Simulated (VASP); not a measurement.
Set up this calculation in VASP 6.6.1, as the native input.

```yaml
Task: single point
Functional: PBEsol
Potentials_or_basis: VASP PAW PBE potentials, release 64 (Ta_pv)
Cutoff: 520 eV
k_mesh: 18 × 18 × 10
Occupations: gaussian, width 0.15 eV
Spin: no spin polarisation
Dipole_correction: no
Further_INCAR_settings: ALGO = Fast; EDIFF = 1e-07; NBANDS = 18
```

The structure of Ta lies in POSCAR:

```
Ta
1.0
   -1.6512800000      1.6512800000      1.6512800000
    1.6512800000     -1.6512800000      1.6512800000
    3.3025600000      3.3025600000      0.0000000000
Ta
2
Direct
    0.0032116303     -0.0032116303      0.0000000000
    0.4967883697      0.5032116303      0.5000000000
```

This cell differs from its parent crystal: atoms displaced along a vibrational mode.

These files were run (other wordings do the same):

INCAR

```
SYSTEM = Ta
ALGO = Fast ; EDIFF = 1E-7
ENCUT = 520 ; GGA = PS
ISIF = 2 ; ISMEAR = 0
LASPH = .TRUE. ; LCHARG = .TRUE.
LELF = .TRUE. ; LREAL = .FALSE.
LVHAR = .TRUE. ; LWAVE = .FALSE.
NBANDS = 18 ; NELM = 60
PREC = Accurate ; SIGMA = 0.15
```

KPOINTS

```
k-points
0
G
  18 18 10
  0 0 0
```

Potentials or basis: VASP PAW PBE potentials, release 64 (Ta_pv).

Launch:

```console
$ cat potpaw_PBE.64/Ta_pv/POTCAR > POTCAR
$ mpirun -np 1 vasp_std > vasp.out
```

It gave:

```yaml
Pressure: -3.7 GPa
Largest_force: 0.082 eV/Å
Band_gap_on_the_k_mesh: zero (bands 11 and 12 overlap by 2.97 eV)
```

Caveat: the cell differs from its parent crystal (atoms displaced along a vibrational mode); the cell stands under tension; the PAW data sets were made with another functional, which shifts forces and pressure a little; spin-orbit coupling is left out, which moves the levels of the heavy elements.

Wall time 3.5 min on 1 thread of Intel(R) Xeon(R) 6975P-C (Granite Rapids), with other jobs on the host, peak memory 0.38 GiB.
